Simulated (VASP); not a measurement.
# Nb2Ag (Fd-3m) in VASP: settings compared

Aim: see how the results for Nb2Ag move with the level of theory and the settings. Levels: PBE, PBEsol. Tasks: single point, relaxation of cell and atoms.

Program: VASP 6.6.1. These are calculated values, not measurements. Logs are shortened: lines on timing, memory, paths and dates and some standing lists are left out, and cuts for length are marked.

## 1. The cell of the first run

The structure is cubic, space group Fd-3m (No. 227). Conventional cell: a = 7.655 Å, b = 7.655 Å, c = 7.655 Å, α = 90.00°, β = 90.00°, γ = 90.00°. Nb (site symmetry -3m) has 6 Nb at 2.71 Å and 6 Ag at 3.17 Å within 3.6 Å. Ag (site symmetry -43m) has 12 Nb at 3.17 Å and 4 Ag at 3.31 Å within 4.2 Å.

## 2. Single point, PBE

File INCAR:

```
SYSTEM = Nb2Ag
ALGO = Fast ; EDIFF = 1E-6
ENCUT = 520 ; GGA = PE
ISIF = 2 ; ISMEAR = 0
LASPH = .TRUE. ; LCHARG = .TRUE.
LELF = .TRUE. ; LREAL = .FALSE.
LVHAR = .TRUE. ; LWAVE = .FALSE.
NBANDS = 46 ; NELM = 100
PREC = Accurate ; SIGMA = 0.1
```

File KPOINTS:

```
k-points
0
G
  8 8 8
  0 0 0
```

File POSCAR:

```
Nb2Ag
1.0
    0.0000000000      3.8276743123      3.8276743123
    3.8276743123      0.0000000000      3.8276743123
    3.8276743123      3.8276743123      0.0000000000
Nb Ag
4 2
Direct
    0.1250000000      0.1250000000      0.1250000000
    0.6250000000      0.1250000000      0.1250000000
    0.1250000000      0.1250000000      0.6250000000
    0.1250000000      0.6250000000      0.1250000000
    0.5000000000      0.5000000000      0.5000000000
    0.7500000000      0.7500000000      0.7500000000
```

Potentials or basis: VASP PAW PBE potentials, release 64 (Nb_sv, Ag).

The run is started by

```sh
$ cat potpaw_PBE.64/Nb_sv/POTCAR potpaw_PBE.64/Ag/POTCAR > POTCAR
$ mpirun -np 1 vasp_std > vasp.out
```

OUTCAR:

```text
SYSTEM = Nb2Ag
   EDIFF = 1E-6
   ENCUT = 520
   GGA = PE
   ISIF = 2
   ISMEAR = 0
   LASPH = .TRUE.
   LREAL = .FALSE.
   NELM = 100
   PREC = Accurate

 ion  position               nearest neighbor table
   1  0.125  0.125  0.125-   2 2.71   3 2.71   4 2.71   3 2.71   4 2.71   2 2.71   6 3.17   5 3.17
                             6 3.17   5 3.17   6 3.17   5 3.17
   2  0.625  0.125  0.125-   1 2.71   3 2.71   4 2.71   1 2.71   3 2.71   4 2.71   6 3.17   5 3.17
                             5 3.17   6 3.17   5 3.17   6 3.17
   3  0.125  0.125  0.625-   1 2.71   1 2.71   2 2.71   4 2.71   4 2.71   2 2.71   6 3.17   5 3.17
                             6 3.17   5 3.17   6 3.17   5 3.17
   4  0.125  0.625  0.125-   1 2.71   3 2.71   1 2.71   2 2.71   3 2.71   2 2.71   6 3.17   5 3.17
                             6 3.17   5 3.17   6 3.17   5 3.17
   5  0.500  0.500  0.500-   2 3.17   3 3.17   4 3.17   1 3.17   2 3.17   3 3.17   1 3.17   2 3.17
                             4 3.17   1 3.17   3 3.17   4 3.17   6 3.31   6 3.31   6 3.31   6 3.31
   6  0.750  0.750  0.750-   2 3.17   3 3.17   4 3.17   1 3.17   2 3.17   4 3.17   1 3.17   2 3.17
                             3 3.17   1 3.17   3 3.17   4 3.17   5 3.31   5 3.31   5 3.31   5 3.31

  LATTYP: Found a face centered cubic cell.
 ALAT       =     7.6553486246

  Lattice vectors:

 A1 = (   0.0000000000,   3.8276743123,   3.8276743123)
 A2 = (   3.8276743123,   0.0000000000,   3.8276743123)
 A3 = (   3.8276743123,   3.8276743123,   0.0000000000)

Analysis of symmetry for initial positions (statically):
=====================================================================
 Subroutine PRICEL returns:
 Original cell was already a primitive cell.

 Routine SETGRP: Setting up the symmetry group for a
 face centered cubic supercell.

 Subroutine GETGRP returns: Found 48 space group operations
 (whereof 24 operations were pure point group operations)
 out of a pool of 48 trial point group operations.

The static configuration has the point symmetry T_d .
 The point group associated with its full space group is O_h .

Analysis of symmetry for dynamics (positions and initial velocities):
=====================================================================
 Subroutine PRICEL returns:
 Original cell was already a primitive cell.

 Routine SETGRP: Setting up the symmetry group for a
 face centered cubic supercell.

 Subroutine GETGRP returns: Found 48 space group operations
 (whereof 24 operations were pure point group operations)
 out of a pool of 48 trial point group operations.

The dynamic configuration has the point symmetry T_d .
 The point group associated with its full space group is O_h .

 Subroutine INISYM returns: Found 48 space group operations
 (whereof 24 operations are pure point group operations),
 and found     1 'primitive' translations

----------------------------------------------------------------------------------------

                                     Primitive cell

  volume of cell :     112.1592

  direct lattice vectors                    reciprocal lattice vectors
     0.000000000  3.827674312  3.827674312    -0.130627624  0.130627624  0.130627624
     3.827674312  0.000000000  3.827674312     0.130627624 -0.130627624  0.130627624
     3.827674312  3.827674312  0.000000000     0.130627624  0.130627624 -0.130627624

  length of vectors
     5.413148925  5.413148925  5.413148925     0.226253681  0.226253681  0.226253681

  position of ions in fractional coordinates (direct lattice)
     0.125000000  0.125000000  0.125000000
     0.625000000  0.125000000  0.125000000
     0.125000000  0.125000000  0.625000000
     0.125000000  0.625000000  0.125000000
     0.500000000  0.500000000  0.500000000
     0.750000000  0.750000000  0.750000000

  ion indices of the primitive-cell ions
   primitive index   ion index
                 1           1
                 2           2
                 3           3
                 4           4
                 5           5
                 6           6

----------------------------------------------------------------------------------------

 KPOINTS: k-points

Automatic generation of k-mesh.
 Grid dimensions read from file:
 generate k-points for:    8    8    8

 Generating k-lattice:

  Cartesian coordinates                     Fractional coordinates (reciprocal lattice)
    -0.016328453  0.016328453  0.016328453     0.125000000  0.000000000  0.000000000
     0.016328453 -0.016328453  0.016328453     0.000000000  0.125000000  0.000000000
     0.016328453  0.016328453 -0.016328453     0.000000000  0.000000000  0.125000000

  Length of vectors
     0.028281710  0.028281710  0.028281710

  Shift w.r.t. Gamma in fractional coordinates (k-lattice)
     0.000000000  0.000000000  0.000000000

 Subroutine IBZKPT returns following result:
 ===========================================

 Found     29 irreducible k-points:

 Following reciprocal coordinates:
            Coordinates               Weight
  0.000000  0.000000  0.000000      1.000000
  0.125000  0.000000  0.000000      8.000000
  0.250000  0.000000  0.000000      8.000000
  0.375000  0.000000  0.000000      8.000000
  0.500000  0.000000  0.000000      4.000000
  0.125000  0.125000  0.000000      6.000000
[... 16 lines left out ...]
  0.500000  0.250000  0.125000     48.000000
 -0.375000  0.250000  0.125000     24.000000
 [... further k-points ...]
   k-points           NKPTS =     29   k-points in BZ     NKDIM =     29   number of bands    NBANDS=     46
   number of dos      NEDOS =    301   number of ions     NIONS =      6
   total plane-waves  NPLWV =  64000
   dimension x,y,z NGX =    40 NGY =   40 NGZ =   40
   dimension x,y,z NGXF=    80 NGYF=   80 NGZF=   80
   ions per type =               4   2
   NGX,Y,Z   is equivalent  to a cutoff of  12.28, 12.28, 12.28 a.u.
   NGXF,Y,Z  is equivalent  to a cutoff of  24.57, 24.57, 24.57 a.u.
 SYSTEM =  Nb2Ag
   PREC   = accura    normal or accurate (medium, high low for compatibility)
   ISTART =      0    job   : 0-new  1-cont  2-samecut
   ICHARG =      2    charge: 1-file 2-atom 10-const
   ISPIN  =      1    spin polarized calculation?
   LNONCOLLINEAR =      F non collinear calculations
   LSORBIT =      F    spin-orbit coupling
   LASPH  =      T    aspherical Exc in radial PAW
   ENCUT  =  520.0 eV  38.22 Ry    6.18 a.u.  10.06 10.06 10.06*2*pi/ulx,y,z
   NELM   =    100;   NELMIN=  2; NELMDL= -5     # of ELM steps
   EDIFF  = 0.1E-05   stopping-criterion for ELM
   LREAL  =      F    real-space projection
   EDIFFG = 0.1E-04   stopping-criterion for IOM
   NSW    =      0    number of steps for IOM
   IBRION =     -1    ionic relax: 0-MD 1-quasi-New 2-CG
   NFREE  =      0    steps in history (QN), initial steepest desc. (CG)
   ISIF   =      2    stress and relaxation
   ISYM   =      2    0-nonsym 1-usesym 2-fastsym
   POTIM  = 0.5000    time-step for ionic-motion
   TEBEG  =    0.0;   TEEND  =   0.0 temperature during run
   PSTRESS=    0.0 pullay stress
   NELECT =      74.0000    total number of electrons
   NUPDOWN=      -1.0000    fix difference up-down
   EMIN   =  10.00;   EMAX   =-10.00  energy-range for DOS
   EFERMI =   0.00;   METHOD = LEGACY
   ISMEAR =     0;   SIGMA  =   0.10  broadening in eV -4-tet -1-fermi 0-gaus
   EFERMI_NEDOS =   21; number of points for ismear=-14 and -15
   IALGO  =     68    algorithm
   IMIX   =      4    mixing-type and parameters
     AMIX     =   0.40;   BMIX     =  1.00
     AMIX_MAG =   1.60;   BMIX_MAG =  1.00
  volume/ion in A,a.u.               =      18.69       126.15
  Fermi-wavevector in a.u.,A,eV,Ry     =   1.425193  2.693225 27.635825  2.031176
  Thomas-Fermi vector in A             =   2.545604
   LORBIT       =      0    0 simple, 1 ext, 2 COOP (PROOUT), +10 PAW based schemes
   GGA     = PE    functional components
   LHFCALC =     F    Hartree Fock is set to
   AEXX    =    0.0000 exact exchange contribution
   IVDW    =     0    specifies the selected vdW correction
   LEPSILON=     F    determine dielectric tensor
   LRPA    =     F    only Hartree local field effects (RPA)
 non-spin polarized calculation
 RMM-DIIS sequential band-by-band and
 Gauss-broadening in eV      SIGMA  =   0.10
  energy-cutoff  :      520.00
  volume of cell :      112.16
 maximum number of plane-waves:      3042
   NGX = 21   NGY = 21   NGZ = 21

 number of electron      74.0000014 magnetization

 Free energy of the ion-electron system (eV)
  ---------------------------------------------------
  ext. energy  EPLUGINS =         0.00000000
  ---------------------------------------------------
  free energy    TOTEN  =       -43.77629107 eV

  energy without entropy =      -43.74569566  energy(sigma->0) =      -43.76099337

 E-fermi :   9.8330     XC(G=0): -12.0459

 val. band max:        9.8279994948   @ k =  -0.3750   0.1250   0.0000
 cond. band min:       9.8404780715   @ k =  -0.2500   0.3750   0.1250
 fundamental gap:      0.0124785767
 Fermi energy:         9.8330456130

 k-point     1 :       0.0000    0.0000    0.0000
  band No.  band energies     occupation
      1     -45.0189      2.00000
      2     -44.6335      2.00000
      3     -44.6335      2.00000
      4     -44.6335      2.00000
      5     -22.3903      2.00000
      6     -21.4643      2.00000
[... 38 lines left out ...]
     45      13.0576      0.00000
     46      13.1396      0.00000

 k-point     2 :       0.1250    0.0000    0.0000
  band No.  band energies     occupation
      1     -45.0084      2.00000
      2     -44.6449      2.00000
      3     -44.6336      2.00000
      4     -44.6336      2.00000
      5     -22.3391      2.00000
      6     -21.4499      2.00000
[... 38 lines left out ...]
     45      13.0979      0.00000
     46      13.1858      0.00000

 k-point     3 :       0.2500    0.0000    0.0000
  band No.  band energies     occupation
      1     -44.9799      2.00000
      2     -44.6755      2.00000
      3     -44.6337      2.00000
      4     -44.6337      2.00000
      5     -22.2078      2.00000
      6     -21.3940      2.00000
[... 1018 lines left out ...]
     45      12.6389      0.00000
     46      13.0205      0.00000

 k-point    24 :      -0.3750    0.2500    0.1250
  band No.  band energies     occupation
      1     -44.8975      2.00000
      2     -44.7617      2.00000
      3     -44.6342      2.00000
      4     -44.6340      2.00000
      5     -21.8670      2.00000
      6     -21.3446      2.00000
[... 38 lines left out ...]
     45      12.4633      0.00000
     46      13.0492      0.00000

 [... further k-points ...]

------------------------ aborting loop because EDIFF is reached ----------------------------------------

  FORCE on cell =-STRESS in cart. coord.  units (eV):
  Direction    XX          YY          ZZ          XY          YZ          ZX
  --------------------------------------------------------------------------------------
  -------------------------------------------------------------------------------------
  Total       -0.1132387     -0.1132387     -0.1132387      0.0000000      0.0000000      0.0000000
  in kB       -1.6175982     -1.6175982     -1.6175982      0.0000000      0.0000000      0.0000000
  external PRESSURE =      -1.6175982 kB  Pullay stress =       0.0000000 kB

 VOLUME and BASIS-vectors are now :
 -----------------------------------------------------------------------------
  energy-cutoff  :      520.00
  volume of cell :      112.16
      direct lattice vectors                 reciprocal lattice vectors
     0.000000000  3.827674312  3.827674312    -0.130627624  0.130627624  0.130627624
     3.827674312  0.000000000  3.827674312     0.130627624 -0.130627624  0.130627624
     3.827674312  3.827674312  0.000000000     0.130627624  0.130627624 -0.130627624

 POSITION                                       TOTAL-FORCE (eV/Angst)
 -----------------------------------------------------------------------------------
      0.95692      0.95692      0.95692        -0.000000      0.000000     -0.000000
      0.95692      2.87076      2.87076        -0.000000      0.000000     -0.000000
      2.87076      2.87076      0.95692        -0.000000      0.000000     -0.000000
      2.87076      0.95692      2.87076        -0.000000      0.000000     -0.000000
      3.82767      3.82767      3.82767         0.000000      0.000000      0.000000
      5.74151      5.74151      5.74151        -0.000000     -0.000000     -0.000000
 -----------------------------------------------------------------------------------
    total drift:                                0.000000     -0.000000      0.000000

  FREE ENERGIE OF THE ION-ELECTRON SYSTEM (eV)
  ---------------------------------------------------
  free  energy   TOTEN  =       -43.7762910723 eV

  energy  without entropy=      -43.7456956606  energy(sigma->0) =      -43.76099337
```

Run time: 11 min. Hardware: 1 thread of Intel Xeon 8259CL, shared host; peak memory 0.31 GiB.

What came out:

* Free energy: -43.7763 eV
* Pressure: -0.2 GPa
* Band gap on the k mesh: zero (bands 37 and 38 overlap by 2.50 eV)

Levels at points of the mesh, in eV from the Fermi level:
```tsv
k point	band 32	band 33	band 34	band 35	band 36	band 37	band 38	band 39	band 40	band 41
(0.00, 0.00, 0.00)	-1.98	-1.98	-1.98	-1.64	-1.64	2.09	2.87	2.88	2.91	2.96
(0.50, 0.00, 0.00)	-2.06	-1.06	-1.06	-0.73	-0.73	0.01	0.08	0.43	0.43	1.32
(0.50, 0.50, 0.00)	-1.37	-1.22	-1.22	-1.04	-1.04	0.11	0.11	0.27	0.27	0.93
```

## 3. Single point, PBEsol

File INCAR:

```
PREC = Accurate ; ENCUT = 520
EDIFF = 1E-7 ; ISMEAR = 0
SIGMA = 0.1 ; LREAL = F
LASPH = T ; NELM = 60
ALGO = Fast ; ISIF = 2
LWAVE = F ; LCHARG = F
GGA = PS ; NBANDS = 46
```

File KPOINTS:

```
regular mesh
0
Gamma
  8 8 8
```

POSCAR is that of step 2.

Potentials or basis: VASP PAW PBE potentials, release 64 (Nb_sv, Ag).

The run is started by

```sh
$ cat potpaw_PBE.64/Nb_sv/POTCAR potpaw_PBE.64/Ag/POTCAR > POTCAR
$ mpirun -np 1 vasp_std > vasp.out
```

OUTCAR:

```text
PREC = Accurate
   ENCUT = 520
   EDIFF = 1E-7
   ISMEAR = 0
   LREAL = F
   LASPH = T
   NELM = 60
   ISIF = 2
   GGA = PS

 ion  position               nearest neighbor table
   1  0.125  0.125  0.125-   2 2.71   3 2.71   4 2.71   3 2.71   4 2.71   2 2.71   6 3.17   5 3.17
                             6 3.17   5 3.17   6 3.17   5 3.17
   2  0.625  0.125  0.125-   1 2.71   3 2.71   4 2.71   1 2.71   3 2.71   4 2.71   6 3.17   5 3.17
                             5 3.17   6 3.17   5 3.17   6 3.17
   3  0.125  0.125  0.625-   1 2.71   1 2.71   2 2.71   4 2.71   4 2.71   2 2.71   6 3.17   5 3.17
                             6 3.17   5 3.17   6 3.17   5 3.17
   4  0.125  0.625  0.125-   1 2.71   3 2.71   1 2.71   2 2.71   3 2.71   2 2.71   6 3.17   5 3.17
                             6 3.17   5 3.17   6 3.17   5 3.17
   5  0.500  0.500  0.500-   2 3.17   3 3.17   4 3.17   1 3.17   2 3.17   3 3.17   1 3.17   2 3.17
                             4 3.17   1 3.17   3 3.17   4 3.17   6 3.31   6 3.31   6 3.31   6 3.31
   6  0.750  0.750  0.750-   2 3.17   3 3.17   4 3.17   1 3.17   2 3.17   4 3.17   1 3.17   2 3.17
                             3 3.17   1 3.17   3 3.17   4 3.17   5 3.31   5 3.31   5 3.31   5 3.31

  LATTYP: Found a face centered cubic cell.
 ALAT       =     7.6553486246

  Lattice vectors:

 A1 = (   0.0000000000,   3.8276743123,   3.8276743123)
[... 198 lines left out ...]
      2     -44.6910      2.00000
      3     -44.6910      2.00000
      4     -44.6910      2.00000
      5     -22.4872      2.00000
      6     -21.5485      2.00000
[... 1165 lines left out ...]
     45      12.3015      0.00000
     46      12.8202      0.00000

 [... further k-points ...]

------------------------ aborting loop because EDIFF is reached ----------------------------------------

  FORCE on cell =-STRESS in cart. coord.  units (eV):
  Direction    XX          YY          ZZ          XY          YZ          ZX
  --------------------------------------------------------------------------------------
  -------------------------------------------------------------------------------------
  Total       -4.1835237     -4.1835237     -4.1835237     -0.0000000     -0.0000000     -0.0000000
  in kB      -59.7610043    -59.7610043    -59.7610043     -0.0000000     -0.0000000     -0.0000000
  external PRESSURE =     -59.7610043 kB  Pullay stress =       0.0000000 kB

 VOLUME and BASIS-vectors are now :
 -----------------------------------------------------------------------------
  energy-cutoff  :      520.00
  volume of cell :      112.16
      direct lattice vectors                 reciprocal lattice vectors
     0.000000000  3.827674312  3.827674312    -0.130627624  0.130627624  0.130627624
     3.827674312  0.000000000  3.827674312     0.130627624 -0.130627624  0.130627624
     3.827674312  3.827674312  0.000000000     0.130627624  0.130627624 -0.130627624

 POSITION                                       TOTAL-FORCE (eV/Angst)
 -----------------------------------------------------------------------------------
      0.95692      0.95692      0.95692        -0.000000      0.000000      0.000000
      0.95692      2.87076      2.87076        -0.000000      0.000000      0.000000
      2.87076      2.87076      0.95692        -0.000000      0.000000      0.000000
      2.87076      0.95692      2.87076        -0.000000      0.000000      0.000000
      3.82767      3.82767      3.82767         0.000000      0.000000      0.000000
      5.74151      5.74151      5.74151        -0.000000     -0.000000     -0.000000
 -----------------------------------------------------------------------------------
    total drift:                                0.000000     -0.000000      0.000000

  FREE ENERGIE OF THE ION-ELECTRON SYSTEM (eV)
  ---------------------------------------------------
  free  energy   TOTEN  =       -47.7926474115 eV

  energy  without entropy=      -47.7615587205  energy(sigma->0) =      -47.77710307
```

Wall time 15 min (1 thread of Intel Xeon 8259CL, shared host); peak memory 0.32 GiB.

What came out:

* Free energy: -47.7926 eV
* Pressure: -6.0 GPa
* Band gap on the k mesh: zero (bands 37 and 38 overlap by 2.44 eV)

Caveat: the cell stands under tension; the PAW data sets were made with another functional, which shifts forces and pressure a little.

(Part 1 of 2 ends here.)
